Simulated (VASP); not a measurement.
Wanted: the native input for a VASP 6.6.1 run.

- Task: single point
- Functional: LDA
- Potentials or basis: VASP PAW LDA potentials, release 64 (Zr_sv, Pb_d)
- Cutoff: 520 eV
- k mesh: 7 × 7 × 7
- Occupations: fermi-dirac, width 0.15 eV
- Spin: no spin polarisation
- Dipole correction: no
- Further INCAR settings: ALGO = Normal; EDIFF = 1e-06; NBANDS = 33

The structure of Zr3Pb lies in POSCAR:

```
Zr3Pb
1.0
   -2.1550968543      2.1550968543      4.7378980465
    2.1550968543     -2.1550968543      4.7378980465
    2.1550968543      2.1550968543     -4.7378980465
Zr Pb
3 1
Direct
    0.7500000000      0.2500000000      0.5000000000
    0.2500000000      0.7500000000      0.5000000000
    0.5000000000      0.5000000000      0.0000000000
    0.0000000000      0.0000000000      0.0000000000
```

The input as run:

INCAR

```
SYSTEM = Zr3Pb
PREC = Accurate
ENCUT = 520
EDIFF = 1E-6
ISMEAR = -1
SIGMA = 0.15
LREAL = .False.
LASPH = .True.
NELM = 60
ALGO = Normal
ISIF = 2
LWAVE = .False.
LCHARG = .True.
LELF = .True.
LVHAR = .True.
NBANDS = 33
```

KPOINTS

```
regular mesh
0
Gamma
  7 7 7
  0 0 0
```

Potentials or basis: VASP PAW LDA potentials, release 64 (Zr_sv, Pb_d).

Command:

```console
$ cat potpaw_LDA.64/Zr_sv/POTCAR potpaw_LDA.64/Pb_d/POTCAR > POTCAR
$ mpirun -np 1 vasp_std > vasp.out
```

Results of the run:

```yaml
Pressure: -1.1 GPa
Band_gap_on_the_k_mesh: zero (band 25 reaches 10.28 eV, above the bottom of band 26 at 9.59 eV)
```

Caveat: spin-orbit coupling is left out, which moves the levels of the heavy elements.

Wall time 3 min on 1 thread of Intel(R) Xeon(R) Platinum 8259CL CPU @ 2.50GHz (Skylake/Cascade Lake), on a shared host, peak memory 0.27 GiB.
